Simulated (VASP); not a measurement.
W: single point with PBEsol

The system is W.

```xyz
1
Lattice="0.0000 1.9320 2.2546 1.9320 0.0000 2.2546 1.9320 1.9320 0.0000" Properties=species:S:1:pos:R:3 pbc="T T T"
W     0.0000    0.0000    0.0000
```

```json
{
  "Program": "VASP 6.6.1",
  "Task": "single point",
  "Functional": "PBEsol",
  "Potentials or basis": "VASP PAW PBE potentials, release 64 (W_sv)",
  "Cutoff": "500 eV",
  "k mesh": "22 × 22 × 22",
  "Occupations": "gaussian, width 0.15 eV",
  "Spin": "no spin polarisation"
}
```

```yaml
Pressure: -13.4 GPa
Band_gap_on_the_k_mesh: zero (bands 7 and 8 overlap by 4.29 eV)
```

Stress tensor (GPa, compression positive):
```
-15.02   0.00   0.00
  0.00 -15.02   0.00
  0.00   0.00 -10.09
```

Levels at points of the mesh, in eV from the Fermi level:
| k point | band 3 | band 4 | band 5 | band 6 | band 7 | band 8 | band 9 | band 10 | band 11 | band 12 |
| --- | --- | --- | --- | --- | --- | --- | --- | --- | --- | --- |
| (0.00, 0.00, 0.00) | -37.65 | -37.65 | -9.20 | -2.17 | -0.01 | 0.00 | 0.34 | 3.54 | 12.81 | 14.81 |
| (0.50, 0.00, 0.00) | -38.02 | -37.68 | -5.79 | -2.08 | 0.01 | 0.31 | 4.00 | 4.80 | 9.89 | 11.77 |
| (0.50, 0.50, 0.00) | -37.87 | -37.87 | -5.83 | -4.55 | 0.77 | 4.80 | 5.01 | 5.01 | 9.85 | 12.85 |
| (0.50, 0.00, 0.50) | -38.36 | -38.07 | -5.63 | -4.63 | 3.64 | 3.79 | 3.86 | 6.52 | 9.60 | 11.65 |

Run time: 2 min on 1 thread of Intel Xeon 8259CL, on a shared host, peak memory 0.27 GiB.

Caveat: the cell stands under tension; the PAW data sets were made with another functional, which shifts forces and pressure a little; spin-orbit coupling is left out, which moves the levels of the heavy elements.
